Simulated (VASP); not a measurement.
# Si62Sb (a cell with a defect) in VASP: a series of runs

Runs on Si62Sb (a cell with a defect). Level: PBE. Tasks: single point.

Program: VASP 6.6.1. These are calculated values, not measurements. Logs are shortened: lines on timing, memory, paths and dates and some standing lists are left out, and cuts for length are marked.

### 1 The cell of the first run

The cell holds a defect, 63 atoms: a = 10.860 Å, b = 10.860 Å, c = 10.860 Å, α = 90.00°, β = 90.00°, γ = 90.00°.

### 2 Single point, PBE, collinear spin, zero start

File INCAR:

```
PREC = Accurate
ENCUT = 520
EDIFF = 1E-7
ISMEAR = 0
SIGMA = 0.05
LREAL = Auto
LASPH = T
NELM = 150
ALGO = Normal
ISIF = 2
LWAVE = F
LCHARG = T
ISPIN = 2
MAGMOM = 0 0 0 0 0 0 0 0 0 0 0 0 0 0 0 0 0 0 0 0 0 0 0 0 0 0 0 0 0 0 0 0 0 0 0 0 0 0 0 0 0 0 0 0 0 0 0 0 0 0 0 0 0 0 0 0 0 0 0 0 0 0 0
LORBIT = 11
GGA = PE
LELF = T
LVHAR = T
NBANDS = 168
```

File KPOINTS:

```
Automatic mesh
0
Gamma
  1 1 1
```

File POSCAR:

```
Si62Sb
1.0
   10.8600000000      0.0000000000      0.0000000000
    0.0000000000     10.8600000000      0.0000000000
    0.0000000000      0.0000000000     10.8600000000
Si Sb
62 1
Direct
    0.5000548803      0.0008089319      0.0004958564
    0.6261904236      0.1237292818      0.1267329650
    0.7491112339      0.2498652855      0.0004966851
    0.8756986188      0.3753850829      0.1244530387
    0.7511646409     -0.0012434622      0.2518607735
    0.8769603131      0.1218966851      0.3779408840
   -0.0000697974      0.0011325046      0.0014408840
    0.1259534070      0.1256707182      0.1258922652
    0.2495915285      0.2514018416     -0.0004912523
    0.3754120626      0.3745116943      0.1253242173
    0.4985251381      0.5003321363     -0.0004889503
    0.6242543278      0.6239744936      0.1258921731
    0.7487904236      0.7499980663      0.0014391344
    0.8752298343      0.8746948435      0.1254973297
    0.2505813076      0.0008111418      0.2499738490
    0.3768209024      0.1237290976      0.3761090239
    0.5002486188      0.2496726519      0.2501639963
    0.6261901473      0.3731057090      0.3761049724
    0.7491124309      0.4993430018      0.2499720994
    0.8757621547      0.6245579190      0.3752023941
    0.5019530387     -0.0012401473      0.5010815838
    0.6280216390      0.1219061694      0.6268837937
    0.7511620626      0.2479776243      0.5010785451
    0.8752286372      0.3743389503      0.6251406077
    0.7521012891     -0.0021726519      0.7531824125
    0.8757622468      0.1246376611      0.8752803867
   -0.0011663904      0.5029490792     -0.0031105893
    0.1245399632      0.6253810313      0.1233755064
    0.2469707182      0.7510857274     -0.0031127072
    0.3745334254      0.8742213628      0.1244519337
   -0.0003540516      0.2497470534      0.2500941989
    0.1259546961      0.3739482505      0.3741693370
    0.2495919890      0.5003278085      0.2484346225
    0.3759682320      0.6239678637      0.3741697053
    0.5001717311      0.7502752302      0.2500946593
    0.6280268877      0.8729574586      0.3779405157
    0.0032590239     -0.0021833333      0.5020233886
    0.1253608656      0.1246348066      0.6256751381
    0.2505802026      0.2498633517      0.4990272560
    0.3745309392      0.3753869245      0.6256156538
    0.5000520258      0.4993395028      0.4990265193
    0.6252837017      0.6245557090      0.6256740331
    0.7521047882      0.7466528545      0.5020204420
    0.2515225599      0.0011276243      0.7498390424
    0.3759677716      0.1256651934      0.8758690608
    0.5001681400      0.2497495396      0.7495679558
    0.6242526703      0.3739491713      0.8758693370
    0.7487903315      0.4983955801      0.7498410681
    0.8686058011      0.6260134438      0.8738231123
    0.0004454880      0.7494772560      0.2500036832
    0.1253603131      0.8741643646      0.3752034991
   -0.0000689687      0.4983988950      0.4987077348
    0.1239059853      0.6260195212      0.6185290055
    0.2515228361      0.7499976059      0.4987066298
    0.3755864641      0.8746952118      0.6251400552
    0.0004458564      0.2498357274      0.7503606814
    0.1245403315      0.3764630755      0.8744573665
    0.2469726519      0.5029519337      0.7487550645
    0.3734627993      0.6253816759      0.8744589319
    0.5000882136      0.7494764273      0.7503597606
    0.6252869245      0.8741634438      0.8752753223
    0.1239038674      0.8813109576      0.8738192449
    0.9566273481      0.7932895028      0.7065488950
```

Potentials or basis: VASP PAW PBE potentials, release 64 (Si, Sb).

Launch:

```console
$ cat potpaw_PBE.64/Si/POTCAR potpaw_PBE.64/Sb/POTCAR > POTCAR
$ mpirun -np 1 vasp_gam > vasp.out
```

OUTCAR:

```text
PREC = Accurate
   ENCUT = 520
   EDIFF = 1E-7
   ISMEAR = 0
   LREAL = Auto
   LASPH = T
   NELM = 150
   ISIF = 2
   ISPIN = 2
   LORBIT = 11
   GGA = PE

 ion  position               nearest neighbor table
   1  0.500  0.001  0.000-  45 2.34   2 2.35  30 2.36  61 2.36
   2  0.626  0.124  0.127-   5 2.35   1 2.35   3 2.35  17 2.35
   3  0.749  0.250  0.000-  47 2.34   2 2.35   4 2.36  26 2.36
   4  0.876  0.375  0.124-  31 2.35  19 2.36   3 2.36  27 2.37
   5  0.751  0.999  0.252-  14 2.35   6 2.35  36 2.35   2 2.35
   6  0.877  0.122  0.378-  37 2.35   5 2.35  23 2.35  31 2.37
[... 54 lines left out ...]
  61  0.625  0.874  0.875-  25 2.34  13 2.34  60 2.35   1 2.36
  62  0.124  0.881  0.874-  44 2.33   7 2.33  29 2.36  63 2.74
  63  0.957  0.793  0.707-  62 2.74  53 2.74  49 2.74  43 3.18  37 3.18  25 3.18

  LATTYP: Found a simple cubic cell.
 ALAT       =    10.8600000000

  Lattice vectors:

 A1 = (  10.8600000000,   0.0000000000,   0.0000000000)
 A2 = (   0.0000000000,  10.8600000000,   0.0000000000)
 A3 = (   0.0000000000,   0.0000000000,  10.8600000000)

Analysis of symmetry for initial positions (statically):
=====================================================================
 Subroutine PRICEL returns:
 Original cell was already a primitive cell.

 Routine SETGRP: Setting up the symmetry group for a
 simple cubic supercell.

 Subroutine GETGRP returns: Found  2 space group operations
 (whereof  1 operations were pure point group operations)
 out of a pool of 48 trial point group operations.

The static configuration has the point symmetry C_1 .
 The point group associated with its full space group is C_1h.

Analysis of symmetry for dynamics (positions and initial velocities):
=====================================================================
 Subroutine PRICEL returns:
 Original cell was already a primitive cell.

 Routine SETGRP: Setting up the symmetry group for a
 simple cubic supercell.

 Subroutine GETGRP returns: Found  2 space group operations
 (whereof  1 operations were pure point group operations)
 out of a pool of 48 trial point group operations.

The dynamic configuration has the point symmetry C_1 .
 The point group associated with its full space group is C_1h.

Analysis of structural, dynamic, and magnetic symmetry:
=====================================================================
 Subroutine PRICEL returns:
 Original cell was already a primitive cell.

 Routine SETGRP: Setting up the symmetry group for a
 simple cubic supercell.

 Subroutine GETGRP returns: Found  2 space group operations
 (whereof  1 operations were pure point group operations)
 out of a pool of 48 trial point group operations.

The overall configuration has the point symmetry C_1 .
 The point group associated with its full space group is C_1h.

 Subroutine INISYM returns: Found  2 space group operations
 (whereof  1 operations are pure point group operations),
 and found     1 'primitive' translations

----------------------------------------------------------------------------------------

                                     Primitive cell

  volume of cell :    1280.8241

  direct lattice vectors                    reciprocal lattice vectors
    10.860000000  0.000000000  0.000000000     0.092081031  0.000000000  0.000000000
     0.000000000 10.860000000  0.000000000     0.000000000  0.092081031  0.000000000
     0.000000000  0.000000000 10.860000000     0.000000000  0.000000000  0.092081031

  length of vectors
    10.860000000 10.860000000 10.860000000     0.092081031  0.092081031  0.092081031

  position of ions in fractional coordinates (direct lattice)
     0.500054880  0.000808932  0.000495856
     0.626190424  0.123729282  0.126732965
[... 168 lines left out ...]
   ICHARG =      2    charge: 1-file 2-atom 10-const
   ISPIN  =      2    spin polarized calculation?
   LNONCOLLINEAR =      F non collinear calculations
   LSORBIT =      F    spin-orbit coupling
   LASPH  =      T    aspherical Exc in radial PAW
   ENCUT  =  520.0 eV  38.22 Ry    6.18 a.u.  20.19 20.19 20.19*2*pi/ulx,y,z
   NELM   =    150;   NELMIN=  2; NELMDL= -5     # of ELM steps
   EDIFF  = 0.1E-06   stopping-criterion for ELM
   LREAL  =      T    real-space projection
   EDIFFG = 0.1E-05   stopping-criterion for IOM
   NSW    =      0    number of steps for IOM
   IBRION =     -1    ionic relax: 0-MD 1-quasi-New 2-CG
   NFREE  =      0    steps in history (QN), initial steepest desc. (CG)
   ISIF   =      2    stress and relaxation
   ISYM   =      2    0-nonsym 1-usesym 2-fastsym
   POTIM  = 0.5000    time-step for ionic-motion
   TEBEG  =    0.0;   TEEND  =   0.0 temperature during run
   PSTRESS=    0.0 pullay stress
   NELECT =     253.0000    total number of electrons
   NUPDOWN=      -1.0000    fix difference up-down
   EMIN   =  10.00;   EMAX   =-10.00  energy-range for DOS
   EFERMI =   0.00;   METHOD = LEGACY
   ISMEAR =     0;   SIGMA  =   0.05  broadening in eV -4-tet -1-fermi 0-gaus
   EFERMI_NEDOS =   21; number of points for ismear=-14 and -15
   IALGO  =     38    algorithm
   IMIX   =      4    mixing-type and parameters
     AMIX     =   0.40;   BMIX     =  1.00
     AMIX_MAG =   1.60;   BMIX_MAG =  1.00
  volume/ion in A,a.u.               =      20.33       137.20
  Fermi-wavevector in a.u.,A,eV,Ry     =   0.953422  1.801706 12.367880  0.909014
  Thomas-Fermi vector in A             =   2.082076
   LORBIT       =     11    0 simple, 1 ext, 2 COOP (PROOUT), +10 PAW based schemes
   GGA     = PE    functional components
   LHFCALC =     F    Hartree Fock is set to
   AEXX    =    0.0000 exact exchange contribution
   IVDW    =     0    specifies the selected vdW correction
   LEPSILON=     F    determine dielectric tensor
   LRPA    =     F    only Hartree local field effects (RPA)
 spin polarized calculation
 Gauss-broadening in eV      SIGMA  =   0.05
  energy-cutoff  :      520.00
  volume of cell :     1280.82
 maximum number of plane-waves:     17229
 NGX is ok and might be reduce to    84
   NGX = 41   NGY = 41   NGZ = 41

 number of electron     252.9999987 magnetization      -0.0005192

 number of electron     252.9999987 magnetization       0.0000317

 Free energy of the ion-electron system (eV)
  ---------------------------------------------------
  ext. energy  EPLUGINS =         0.00000000
  ---------------------------------------------------
  free energy    TOTEN  =      -330.88124413 eV

  energy without entropy =     -330.83618138  energy(sigma->0) =     -330.85871275

 E-fermi :   6.3539     XC(G=0):  -9.3721

 val. band max:        6.1933779108   @ k =   0.0000   0.0000   0.0000
 cond. band min:       6.3777481868   @ k =   0.0000   0.0000   0.0000
 fundamental gap:      0.1843702760
 Fermi energy:         6.3539200699

 spin component 1

 k-point     1 :       0.0000    0.0000    0.0000
  band No.  band energies     occupation
      1      -6.1360      1.00000
      2      -5.0796      1.00000
      3      -5.0795      1.00000
      4      -5.0681      1.00000
      5      -5.0681      1.00000
      6      -5.0586      1.00000
[... 130 lines left out ...]
    137       7.0197      0.00000
    138       7.0197      0.00000
 Fermi energy:         6.3539200699

 spin component 2

 k-point     1 :       0.0000    0.0000    0.0000
  band No.  band energies     occupation
      1      -6.1360      1.00000
      2      -5.0796      1.00000
      3      -5.0795      1.00000
      4      -5.0681      1.00000
      5      -5.0681      1.00000
      6      -5.0586      1.00000
[... 130 lines left out ...]
    137       7.0197      0.00000
    138       7.0197      0.00000
 [bands above 138 left out]

------------------------ aborting loop because EDIFF is reached ----------------------------------------

  FORCE on cell =-STRESS in cart. coord.  units (eV):
  Direction    XX          YY          ZZ          XY          YZ          ZX
  --------------------------------------------------------------------------------------
  -------------------------------------------------------------------------------------
  Total       18.6576930     18.6551243     18.6551243      1.5271786      1.5290628     -1.5271785
  in kB       23.3388283     23.3356151     23.3356151      1.9103412      1.9126981     -1.9103411
  external PRESSURE =      23.3366862 kB  Pullay stress =       0.0000000 kB

 VOLUME and BASIS-vectors are now :
 -----------------------------------------------------------------------------
  energy-cutoff  :      520.00
  volume of cell :     1280.82
      direct lattice vectors                 reciprocal lattice vectors
    10.860000000  0.000000000  0.000000000     0.092081031  0.000000000  0.000000000
     0.000000000 10.860000000  0.000000000     0.000000000  0.092081031  0.000000000
     0.000000000  0.000000000 10.860000000     0.000000000  0.000000000  0.092081031

 POSITION                                       TOTAL-FORCE (eV/Angst)
 -----------------------------------------------------------------------------------
      5.43060      0.00879      0.00539         0.011476     -0.006952     -0.012053
      6.80043      1.34370      1.37632        -0.002574      0.002381     -0.002849
      8.13535      2.71354      0.00539         0.006930     -0.011305     -0.012011
      9.51009      4.07668      1.35156        -0.012309      0.015348     -0.015348
      8.15765     10.84650      2.73521         0.005180     -0.004959      0.009671
      9.52379      1.32380      4.10444        -0.003294     -0.000649      0.000649
[... 55 lines left out ...]
      1.34560      9.57104      9.48968         0.022146      0.004617      0.021767
     10.38897      8.61512      7.67312         0.061705     -0.062503      0.062503
 -----------------------------------------------------------------------------------
    total drift:                               -0.000451     -0.005888     -0.001276

  FREE ENERGIE OF THE ION-ELECTRON SYSTEM (eV)
  ---------------------------------------------------
  free  energy   TOTEN  =      -330.8812441267 eV

  energy  without entropy=     -330.8361813781  energy(sigma->0) =     -330.85871275

 total charge

# of ion       s       p       d       tot
------------------------------------------
    1        0.744   0.948   0.000   1.692
    2        0.739   0.958   0.000   1.697
    3        0.744   0.948   0.000   1.692
    4        0.746   0.941   0.000   1.687
    5        0.738   0.960   0.000   1.699
    6        0.739   0.950   0.000   1.689
[... 55 lines left out ...]
   62        0.752   0.922   0.000   1.674
   63        1.258   1.117   0.038   2.413
--------------------------------------------------
tot         47.307  59.980   0.038 107.325

 magnetization (x)

# of ion       s       p       d       tot
------------------------------------------
    1        0.000   0.000   0.000   0.000
    2       -0.000   0.000   0.000   0.000
    3        0.000   0.000   0.000   0.000
    4        0.000   0.000   0.000   0.000
    5       -0.000  -0.000   0.000  -0.000
    6       -0.000  -0.000   0.000  -0.000
[... 55 lines left out ...]
   62        0.000  -0.000   0.000  -0.000
   63        0.000   0.000   0.000   0.000
--------------------------------------------------
tot          0.000   0.000   0.000   0.000
```

Run time: 17 min. Hardware: 1 thread of AMD EPYC 7R43 (Zen 3), shared host; peak memory 1.5 GiB.

Results:

```
Free energy                                           : -330.8812 eV
Pressure                                              : 2.3 GPa
Largest force                                         : 0.108 eV/Å
Net moment                                            : 0.00 μB per cell
Valence electrons inside the program's atomic spheres : Si 1.69, 1.70, 1.66, 1.67 (each value once); Sb 2.41
```

Forces in eV/Å, atoms in the order of the input:
```
Si   0.011 -0.007 -0.012
Si  -0.003  0.002 -0.003
Si   0.007 -0.011 -0.012
Si  -0.012  0.015 -0.015
Si   0.005 -0.005  0.010
Si  -0.003 -0.001  0.001
Si   0.005 -0.001 -0.005
Si  -0.017  0.004  0.005
Si   0.002 -0.015  0.002
Si  -0.016  0.016 -0.016
Si   0.015 -0.002  0.002
Si  -0.003  0.017  0.006
Si   0.001 -0.005 -0.006
Si   0.002 -0.002  0.000
Si  -0.012 -0.007  0.011
Si  -0.003  0.003 -0.003
Si   0.011 -0.012  0.012
Si  -0.003  0.003 -0.002
Si   0.007  0.012  0.011
Si   0.007  0.012  0.014
Si   0.010 -0.005  0.005
Si   0.000 -0.001 -0.004
Si   0.005 -0.010  0.005
Si   0.002  0.000  0.002
Si  -0.038  0.038  0.019
Si   0.007 -0.014 -0.012
Si   0.016  0.000  0.000
Si  -0.007  0.007 -0.001
Si   0.000 -0.016  0.000
Si  -0.015  0.013 -0.015
Si  -0.009  0.002 -0.002
Si  -0.017 -0.005 -0.004
Si   0.002 -0.002  0.015
Si   0.006  0.017 -0.004
Si  -0.002  0.009 -0.002
Si   0.000  0.004  0.001
Si   0.020  0.038 -0.038
Si  -0.011 -0.014  0.006
Si  -0.012 -0.011  0.007
Si  -0.015  0.015 -0.013
Si   0.011  0.012  0.007
Si   0.014  0.012  0.006
Si  -0.038 -0.019 -0.038
Si  -0.006 -0.001  0.005
Si   0.006  0.004 -0.017
Si  -0.002  0.002 -0.009
Si  -0.003 -0.006 -0.017
Si   0.001  0.006  0.005
Si  -0.005 -0.022  0.022
Si  -0.006  0.006 -0.004
Si  -0.011 -0.006  0.014
Si   0.005  0.005  0.001
Si   0.022 -0.022 -0.005
Si  -0.006 -0.005  0.001
Si   0.000 -0.002  0.002
Si  -0.006  0.004 -0.006
Si  -0.007  0.001 -0.007
Si   0.000  0.000  0.016
Si  -0.001  0.008 -0.008
Si  -0.005  0.006 -0.006
Si   0.014 -0.006 -0.012
Si   0.022  0.005  0.022
Sb   0.062 -0.063  0.063
```

Stress tensor (GPa, compression positive):
```
 2.33  0.19 -0.19
 0.19  2.33  0.19
-0.19  0.19  2.33
```

Caveat: the k points lie up to 0.58 Å⁻¹ apart; spin-orbit coupling is left out, which moves the levels of the heavy elements.

(Part 1 of 2 ends here.)
